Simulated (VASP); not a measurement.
# BPd4: single point with PBE

The system is BPd4.

```
B Pd
1.0
    -2.65163    2.65163    2.65163
     2.65163   -2.65163    2.65163
     2.65163    2.65163   -2.65163
B Pd
1 4
Direct
  0.00000 0.00000 0.00000
  0.00000 0.00000 0.50000
  0.00000 0.50000 0.00000
  0.50000 0.00000 0.00000
  0.50000 0.50000 0.50000
```

```yaml
Program: VASP 6.6.1
Task: single point
Functional: PBE
Potentials_or_basis: VASP PAW PBE potentials, release 64 (B, Pd)
Cutoff: 520 eV
k_mesh: 6 × 6 × 6
Occupations: gaussian, width 0.1 eV
Spin: no spin polarisation
```

```json
{
 "Pressure": "-0.4 GPa"
}
```

Levels at points of the mesh, in eV from the Fermi level:
```csv
k point,band 19,band 20,band 21,band 22,band 23,band 24
"(0.00, 0.00, 0.00)",-0.38,-0.38,-0.38,0.70,0.70,0.70
"(0.50, 0.00, 0.00)",-1.05,-1.03,-0.97,-0.86,1.58,2.87
"(0.50, 0.50, 0.50)",-0.15,0.29,0.29,0.79,0.79,3.08
```

It took 33 s on 1 thread of Intel(R) Xeon(R) Platinum 8259CL CPU @ 2.50GHz (Skylake/Cascade Lake), on a shared host, peak memory 0.21 GiB.
